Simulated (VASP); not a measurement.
# Si2C3 (P6/mmm) in VASP: notebook

The runs below take Si2C3 through relaxation of cell and atoms, with PBE.

All numbers are computed with VASP 6.6.1; they aren't measurements. Logs are shortened: lines on timing, memory, paths and dates and some standing lists are left out, and cuts for length are marked.

**1. The cell of the first run**

The structure is hexagonal, space group P6/mmm (No. 191). Conventional cell: a = 2.811 Å, b = 2.811 Å, c = 8.927 Å, α = 90.00°, β = 90.00°, γ = 120.00°. Si (site symmetry 6mm) has 1 C at 1.81 Å within 2.4 Å. C (site symmetry 6mm) has 1 C at 1.28 Å within 1.7 Å. Within 1.7 Å of C (site symmetry 6/mmm) lie 2 C at 1.28 Å.

**2. Relaxation of cell and atoms, PBE**

Contents of INCAR:

```
PREC = Accurate ; ENCUT = 600
EDIFF = 1E-7 ; ISMEAR = 0
SIGMA = 0.1 ; LREAL = F
LASPH = T ; NELM = 60
ALGO = Normal ; ISIF = 3
LWAVE = F ; LCHARG = F
GGA = PE ; IBRION = 2
NSW = 100 ; EDIFFG = -0.01
```

Contents of KPOINTS:

```
regular mesh
0
Gamma
  18 18 4
```

Contents of POSCAR:

```
Si2C3
1.0
    2.8111642632      0.0000000000      0.0000000000
   -1.4055821316      2.4345396661      0.0000000000
    0.0000000000      0.0000000000      8.9267038246
Si C
2 3
Direct
    0.0000000000      0.0000000000      0.8456381856
    0.0000000000      0.0000000000      0.1543618144
    0.0000000000      0.0000000000      0.3570065945
    0.0000000000      0.0000000000      0.5000000000
    0.0000000000      0.0000000000      0.6429934055
```

Potentials or basis: VASP PAW PBE potentials, release 64 (Si, C).

Started as:

```
$ cat potpaw_PBE.64/Si/POTCAR potpaw_PBE.64/C/POTCAR > POTCAR
$ mpirun -np 1 vasp_std > vasp.out
```

OUTCAR:

```text
PREC = Accurate
   ENCUT = 600
   EDIFF = 1E-7
   ISMEAR = 0
   LREAL = F
   LASPH = T
   NELM = 60
   ISIF = 3
   GGA = PE
   IBRION = 2
   NSW = 100
   EDIFFG = -0.01

 ion  position               nearest neighbor table
   1  0.000  0.000  0.846-   5 1.81   2 2.76
   2  0.000  0.000  0.154-   3 1.81   1 2.76
   3  0.000  0.000  0.357-   4 1.28   2 1.81
   4  0.000  0.000  0.500-   3 1.28   5 1.28
   5  0.000  0.000  0.643-   4 1.28   1 1.81

  LATTYP: Found a hexagonal cell.
 ALAT       =     2.8111642632
 C/A-ratio  =     3.1754472485

  Lattice vectors:

 A1 = (   2.8111642632,   0.0000000000,   0.0000000000)
 A2 = (  -1.4055821316,   2.4345396661,   0.0000000000)
 A3 = (   0.0000000000,   0.0000000000,   8.9267038246)

Analysis of symmetry for initial positions (statically):
=====================================================================
 Subroutine PRICEL returns:
 Original cell was already a primitive cell.

 Routine SETGRP: Setting up the symmetry group for a
 hexagonal supercell.

 Subroutine GETGRP returns: Found 24 space group operations
 (whereof 24 operations were pure point group operations)
 out of a pool of 24 trial point group operations.

The static configuration has the point symmetry D_6h.

Analysis of symmetry for dynamics (positions and initial velocities):
=====================================================================
 Subroutine PRICEL returns:
 Original cell was already a primitive cell.

 Routine SETGRP: Setting up the symmetry group for a
 hexagonal supercell.

 Subroutine GETGRP returns: Found 24 space group operations
 (whereof 24 operations were pure point group operations)
 out of a pool of 24 trial point group operations.

The dynamic configuration has the point symmetry D_6h.

 Subroutine INISYM returns: Found 24 space group operations
 (whereof 24 operations are pure point group operations),
 and found     1 'primitive' translations

----------------------------------------------------------------------------------------

                                     Primitive cell

  volume of cell :      61.0934

  direct lattice vectors                    reciprocal lattice vectors
     2.811164263  0.000000000  0.000000000     0.355724499  0.205377635  0.000000000
    -1.405582132  2.434539666  0.000000000     0.000000000  0.410755271  0.000000000
     0.000000000  0.000000000  8.926703825     0.000000000  0.000000000  0.112023432

  length of vectors
     2.811164263  2.811164263  8.926703825     0.410755271  0.410755271  0.112023432

  position of ions in fractional coordinates (direct lattice)
     0.000000000  0.000000000  0.845638186
     0.000000000  0.000000000  0.154361814
     0.000000000  0.000000000  0.357006594
     0.000000000  0.000000000  0.500000000
     0.000000000  0.000000000  0.642993406

  ion indices of the primitive-cell ions
   primitive index   ion index
                 1           1
                 2           2
                 3           3
                 4           4
                 5           5

----------------------------------------------------------------------------------------

 KPOINTS: regular mesh

Automatic generation of k-mesh.
 Grid dimensions read from file:
 generate k-points for:   18   18    4

 Generating k-lattice:

  Cartesian coordinates                     Fractional coordinates (reciprocal lattice)
     0.019762472  0.011409869  0.000000000     0.055555556  0.000000000  0.000000000
     0.000000000  0.022819737  0.000000000     0.000000000  0.055555556  0.000000000
     0.000000000  0.000000000  0.028005858     0.000000000  0.000000000  0.250000000

  Length of vectors
     0.022819737  0.022819737  0.028005858

  Shift w.r.t. Gamma in fractional coordinates (k-lattice)
     0.000000000  0.000000000  0.000000000

 Subroutine IBZKPT returns following result:
 ===========================================

 Found    111 irreducible k-points:

 Following reciprocal coordinates:
            Coordinates               Weight
  0.000000  0.000000  0.000000      1.000000
  0.055556 -0.000000  0.000000      6.000000
  0.111111 -0.000000  0.000000      6.000000
  0.166667  0.000000  0.000000      6.000000
  0.222222  0.000000  0.000000      6.000000
  0.277778  0.000000  0.000000      6.000000
[... 16 lines left out ...]
  0.333333  0.111111  0.000000     12.000000
  0.388889  0.111111  0.000000     12.000000
 [... further k-points ...]
   k-points           NKPTS =    111   k-points in BZ     NKDIM =    111   number of bands    NBANDS=     14
   number of dos      NEDOS =    301   number of ions     NIONS =      5
   total plane-waves  NPLWV =  41472
   dimension x,y,z NGX =    24 NGY =   24 NGZ =   72
   dimension x,y,z NGXF=    48 NGYF=   48 NGZF=  144
   ions per type =               2   3
   NGX,Y,Z   is equivalent  to a cutoff of  14.19, 14.19, 13.41 a.u.
   NGXF,Y,Z  is equivalent  to a cutoff of  28.39, 28.39, 26.82 a.u.
 SYSTEM =  unknown system
   PREC   = accura    normal or accurate (medium, high low for compatibility)
   ISTART =      0    job   : 0-new  1-cont  2-samecut
   ICHARG =      2    charge: 1-file 2-atom 10-const
   ISPIN  =      1    spin polarized calculation?
   LNONCOLLINEAR =      F non collinear calculations
   LSORBIT =      F    spin-orbit coupling
   LASPH  =      T    aspherical Exc in radial PAW
   ENCUT  =  600.0 eV  44.10 Ry    6.64 a.u.   5.61  5.61 17.83*2*pi/ulx,y,z
   NELM   =     60;   NELMIN=  2; NELMDL= -5     # of ELM steps
   EDIFF  = 0.1E-06   stopping-criterion for ELM
   LREAL  =      F    real-space projection
   EDIFFG = -.1E-01   stopping-criterion for IOM
   NSW    =    100    number of steps for IOM
   IBRION =      2    ionic relax: 0-MD 1-quasi-New 2-CG
   NFREE  =      1    steps in history (QN), initial steepest desc. (CG)
   ISIF   =      3    stress and relaxation
   ISYM   =      2    0-nonsym 1-usesym 2-fastsym
   POTIM  = 0.5000    time-step for ionic-motion
   TEBEG  =    0.0;   TEEND  =   0.0 temperature during run
   PSTRESS=    0.0 pullay stress
   NELECT =      20.0000    total number of electrons
   NUPDOWN=      -1.0000    fix difference up-down
   EMIN   =  10.00;   EMAX   =-10.00  energy-range for DOS
   EFERMI =   0.00;   METHOD = LEGACY
   ISMEAR =     0;   SIGMA  =   0.10  broadening in eV -4-tet -1-fermi 0-gaus
   EFERMI_NEDOS =   21; number of points for ismear=-14 and -15
   IALGO  =     38    algorithm
   IMIX   =      4    mixing-type and parameters
     AMIX     =   0.40;   BMIX     =  1.00
     AMIX_MAG =   1.60;   BMIX_MAG =  1.00
  volume/ion in A,a.u.               =      12.22        82.46
  Fermi-wavevector in a.u.,A,eV,Ry     =   1.128288  2.132156 17.320687  1.273035
  Thomas-Fermi vector in A             =   2.264978
   LORBIT       =      0    0 simple, 1 ext, 2 COOP (PROOUT), +10 PAW based schemes
   GGA     = PE    functional components
   LHFCALC =     F    Hartree Fock is set to
   AEXX    =    0.0000 exact exchange contribution
   IVDW    =     0    specifies the selected vdW correction
   LEPSILON=     F    determine dielectric tensor
   LRPA    =     F    only Hartree local field effects (RPA)
 conjugate gradient relaxation of ions
 non-spin polarized calculation
 Gauss-broadening in eV      SIGMA  =   0.10
  energy-cutoff  :      600.00
  volume of cell :       61.09
 maximum number of plane-waves:      2064
 NGX is ok and might be reduce to    24
   NGX = 11   NGY = 11   NGZ = 35

--------------------------------------- Ionic step        1  -------------------------------------------

 number of electron      19.9999999 magnetization

 Free energy of the ion-electron system (eV)
  ---------------------------------------------------
  ext. energy  EPLUGINS =         0.00000000
  ---------------------------------------------------
  free energy    TOTEN  =       -32.72743679 eV

  energy without entropy =      -32.71930872  energy(sigma->0) =      -32.72337275

------------------------ aborting loop because EDIFF is reached ----------------------------------------

  FORCE on cell =-STRESS in cart. coord.  units (eV):
  Direction    XX          YY          ZZ          XY          YZ          ZX
  --------------------------------------------------------------------------------------
  -------------------------------------------------------------------------------------
  Total       -0.0142931     -0.0142931     -0.2631739     -0.0000000      0.0000000      0.0000000
  in kB       -0.3748361     -0.3748361     -6.9017489     -0.0000000      0.0000000      0.0000000
  external PRESSURE =      -2.5504737 kB  Pullay stress =       0.0000000 kB
[... 98 lines left out ...]
  FREE ENERGIE OF THE ION-ELECTRON SYSTEM (eV)
  ---------------------------------------------------
  free  energy   TOTEN  =       -32.7313684327 eV

  energy  without entropy=      -32.7226690143  energy(sigma->0) =      -32.72701872

[... ionic steps 4 to 15 ...]

--------------------------------------- Ionic step       16  -------------------------------------------

 number of electron      19.9999999 magnetization

------------------------ aborting loop because EDIFF is reached ----------------------------------------
[... 73 lines left out ...]
--------------------------------------- Ionic step       18  -------------------------------------------

 number of electron      19.9999999 magnetization

 Free energy of the ion-electron system (eV)
  ---------------------------------------------------
  ext. energy  EPLUGINS =         0.00000000
  ---------------------------------------------------
  free energy    TOTEN  =       -32.75708078 eV

  energy without entropy =      -32.74713576  energy(sigma->0) =      -32.75210827

 E-fermi :   6.2913     XC(G=0): -10.7202

 val. band max:        6.2819657294   @ k =   0.1667   0.0556   0.2500
 cond. band min:       6.2917458421   @ k =   0.2222   0.2222   0.5000
 fundamental gap:      0.0097801127
 Fermi energy:         6.2912661927

 k-point     1 :       0.0000    0.0000    0.0000
  band No.  band energies     occupation
      1     -10.2998      2.00000
      2      -7.7708      2.00000
      3      -6.3544      2.00000
      4      -3.8570      2.00000
      5      -1.7768      2.00000
      6       2.3578      2.00000
      7       5.1249      2.00000
      8       5.1249      2.00000
      9       8.1324      0.00000
     10       8.7000      0.00000
     11       8.7000      0.00000
     12      13.4922      0.00000
     13      13.4922      0.00000
     14      15.6462      0.00000
[... 377 lines left out ...]
      1      -8.3888      2.00000
      2      -5.7936      2.00000
      3      -2.5837      2.00000
      4      -1.2604      2.00000
      5      -0.2907      2.00000
      6       1.0213      2.00000
      7       1.7615      2.00000
      8       2.4918      2.00000
      9       3.3900      2.00000
     10       5.3496      2.00000
     11       6.3378      0.51064
     12       7.3928      0.00000
     13       8.0224      0.00000
     14       8.7458      0.00000

 [... further k-points ...]

------------------------ aborting loop because EDIFF is reached ----------------------------------------

  FORCE on cell =-STRESS in cart. coord.  units (eV):
  Direction    XX          YY          ZZ          XY          YZ          ZX
  --------------------------------------------------------------------------------------
  -------------------------------------------------------------------------------------
  Total        0.0034603      0.0034603     -0.0192970      0.0000000     -0.0000000      0.0000000
  in kB        0.0935265      0.0935265     -0.5215620      0.0000000     -0.0000000      0.0000000
  external PRESSURE =      -0.1115030 kB  Pullay stress =       0.0000000 kB
[... 20 lines left out ...]
  FREE ENERGIE OF THE ION-ELECTRON SYSTEM (eV)
  ---------------------------------------------------
  free  energy   TOTEN  =       -32.7570807773 eV

  energy  without entropy=      -32.7471357621  energy(sigma->0) =      -32.75210827

 reached required accuracy - stopping structural energy minimisation
```

Wall time 5.2 min (1 thread of Intel Xeon 6975P-C (Granite Rapids), shared host); peak memory 0.26 GiB.

What came out:

| Quantity | Value |
| --- | --- |
| Free energy | -32.7571 eV |
| Relaxed volume | 11.86 Å³/atom |
| Relaxed cell | a = 2.806 Å, b = 2.806 Å, c = 8.692 Å, α = 90.00°, β = 90.00°, γ = 120.00° |
| Space group after relaxing (to 0.1 Å) | P6/mmm (No. 191) |
| Energy gained by relaxing | 5.9 meV/atom |
| Ionic steps | 18 |
| Pressure after relaxing | 0.0 GPa |
| Largest force after relaxing | 0.008 eV/Å |
| Band gap on the k mesh | zero (bands 10 and 11 overlap by 5.41 eV) |

Forces on the atoms (eV/Å):
```
Si   0.000  0.000  0.007
Si   0.000  0.000 -0.007
C    0.000  0.000  0.008
C    0.000  0.000  0.000
C    0.000  0.000 -0.008
```

The path:
| step | energy change (eV) | largest force (eV/Å) | pressure (GPa) | volume (Å³) |
| --- | --- | --- | --- | --- |
| 1 | 0.0000 | 0.2988 | -0.26 | 61.09 |
| 2 | -0.0038 | 0.5940 | -0.01 | 60.92 |
| 3 | -0.0039 | 0.4815 | -0.06 | 60.95 |
| 4 | -0.0064 | 0.4185 | -0.32 | 60.90 |
| 5 | -0.0117 | 0.2308 | -1.08 | 60.74 |
| 6 | -0.0121 | 0.2581 | -2.55 | 60.43 |
| 7 | -0.0136 | 0.1551 | -1.86 | 60.57 |
| 8 | -0.0162 | 0.1488 | -1.73 | 60.45 |
| 9 | -0.0226 | 0.1378 | -1.31 | 60.07 |
| 10 | -0.0284 | 0.1514 | -0.50 | 59.31 |
| 11 | -0.0285 | 0.1582 | -0.43 | 59.24 |
| 12 | -0.0293 | 0.0858 | -0.22 | 59.25 |
| 13 | -0.0296 | 0.0240 | 0.01 | 59.26 |
| 14 | -0.0296 | 0.0209 | 0.03 | 59.27 |
| 15 | -0.0296 | 0.0081 | 0.00 | 59.27 |
| 16 | -0.0296 | 0.0218 | -0.05 | 59.28 |
| 17 | -0.0296 | 0.0183 | -0.04 | 59.28 |
| 18 | -0.0296 | 0.0076 | -0.01 | 59.28 |

Final structure:
```
Si C
1.0
     2.80629    0.00000    0.00000
    -1.40314    2.43032    0.00000
     0.00000    0.00000    8.69159
Si C
2 3
Direct
  0.00000 0.00000 0.85490
  0.00000 0.00000 0.14510
  0.00000 0.00000 0.35319
  0.00000 0.00000 0.50000
  0.00000 0.00000 0.64681
```

**3. Relaxation of cell and atoms, PBE**

This run uses another cell than the first one, of 11.89 Å³/atom.

Contents of INCAR:

```
SYSTEM = Si2C3
ALGO = Normal ; EDIFF = 1E-6
EDIFFG = -0.01 ; ENCUT = 600
GGA = PE ; IBRION = 2
ISIF = 3 ; ISMEAR = 0
LASPH = .True. ; LCHARG = .False.
LREAL = .False. ; LWAVE = .False.
NELM = 80 ; NSW = 100
PREC = Accurate ; SIGMA = 0.1
```

Contents of KPOINTS:

```
k-points
0
Gamma
  18 18 6
  0 0 0
```

Contents of POSCAR:

```
Si2C3
1.0
    2.8090061969      0.0000000000      0.0000000000
   -1.4045030985      2.4326707259      0.0000000000
    0.0000000000      0.0000000000      8.7014323985
Si C
2 3
Direct
    0.0000000000      0.0000000000      0.8546826515
    0.0000000000      0.0000000000      0.1453173485
    0.0000000000      0.0000000000      0.3533701097
    0.0000000000      0.0000000000      0.5000000000
    0.0000000000      0.0000000000      0.6466298903
```

Potentials or basis: VASP PAW PBE potentials, release 64 (Si, C).

Started as:

```
$ cat potpaw_PBE.64/Si/POTCAR potpaw_PBE.64/C/POTCAR > POTCAR
$ mpirun -np 1 vasp_std > vasp.out
```

Run time: 2.6 min. Hardware: 1 thread of Intel Xeon 6975P-C (Granite Rapids), shared host; peak memory 0.28 GiB.

The run converged. Its results:

* Free energy: -32.7560 eV
* Relaxed volume: 11.86 Å³/atom
* Relaxed cell: a = 2.804 Å, b = 2.804 Å, c = 8.704 Å, α = 90.00°, β = 90.00°, γ = 120.00°
* Space group after relaxing (to 0.1 Å): P6/mmm (No. 191)
* Energy gained by relaxing: 0.1 meV/atom
* Ionic steps: 8
* Pressure after relaxing: 0.0 GPa
* Largest force after relaxing: 0.009 eV/Å
* Band gap on the k mesh: zero (bands 10 and 11 overlap by 5.40 eV)

Forces in eV/Å, atoms in the order of the input:
```
Si   0.000  0.000 -0.009
Si   0.000  0.000  0.009
C    0.000  0.000  0.003
C    0.000  0.000  0.000
C    0.000  0.000 -0.003
```

Step by step:
```csv
step,energy change (eV),largest force (eV/Å),pressure (GPa),volume (Å³)
1,0.0000,0.0450,-0.21,59.46
2,0.0000,0.1457,-0.07,59.33
3,-0.0001,0.0508,-0.15,59.40
4,-0.0001,0.0519,0.32,59.24
5,-0.0002,0.0080,0.07,59.33
6,-0.0003,0.0146,0.03,59.28
7,-0.0003,0.0114,0.05,59.28
8,-0.0003,0.0091,0.05,59.29
```

Final structure:
```yaml
crystal:
  lattice:
    - [2.80446, 0.00000, 0.00000]
    - [-1.40223, 2.42874, 0.00000]
    - [0.00000, 0.00000, 8.70440]
  atoms:
    - { symbol: Si, position: [0.00000, 0.00000, 0.85445] }
    - { symbol: Si, position: [0.00000, 0.00000, 0.14555] }
    - { symbol: C, position: [0.00000, 0.00000, 0.35341] }
    - { symbol: C, position: [0.00000, 0.00000, 0.50000] }
    - { symbol: C, position: [0.00000, 0.00000, 0.64659] }
```

Levels at points of the mesh, in eV from the Fermi level:
```csv
k point,band 8,band 9,band 10,band 11,band 12,band 13
"(0.00, 0.00, 0.00)",-1.16,1.82,2.42,2.42,7.22,7.22
"(0.50, 0.00, 0.00)",-4.77,-2.35,-0.63,0.06,1.02,2.05
"(0.00, 0.00, 0.50)",-1.16,2.20,2.41,2.41,7.49,7.49
"(0.50, 0.00, 0.50)",-3.18,-2.34,-2.26,-0.16,0.98,4.12
```
